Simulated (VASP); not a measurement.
A run of VASP 6.6.1 is set up as follows.

Contents of INCAR:

```
SYSTEM = WSe2
  PREC = Accurate
  ENCUT = 520
  EDIFF = 1E-6
  ISMEAR = 0
  SIGMA = 0.05
  LREAL = .False.
  LASPH = .True.
  NELM = 60
  ALGO = Normal
  ISIF = 2
  LWAVE = .False.
  LCHARG = .False.
  GGA = PE
  IVDW = 12
  NBANDS = 20
```

File KPOINTS:

```
Automatic mesh
0
Gamma
  9 9 4
  0 0 0
```

The input POSCAR:

```
WSe2
1.0
    3.2789854936      0.0000000000      0.0000000000
   -1.6394927468      2.8396847361      0.0000000000
    0.0000000000      0.0000000000      7.0056191088
W Se
1 2
Direct
    0.0000000000      0.0000000000      0.0000000000
    0.3333333333      0.6666666667      0.2048671987
    0.3333333333      0.6666666667      0.7951328013
```

Potentials or basis: VASP PAW PBE potentials, release 64 (W_sv, Se).

The run is started by

```sh
$ cat potpaw_PBE.64/W_sv/POTCAR potpaw_PBE.64/Se/POTCAR > POTCAR
$ mpirun -np 1 vasp_std > vasp.out
```

**Question.** Predict the dispersion energy per atom.

**Answer.** -0.435 eV.

**Question.** What does it give for the band gap on the k mesh?

**Answer.** Zero (band 13 reaches 5.96 eV, above the bottom of band 14 at 5.83 eV).

Stress tensor (GPa, compression positive):
```
20.09  0.00  0.00
 0.00 20.09  0.00
 0.00  0.00 42.06
```

Caveat: spin-orbit coupling is left out, which moves the levels of the heavy elements; forces of over 1 eV/Å act on the atoms, so gaps and moduli don't describe the material at rest.
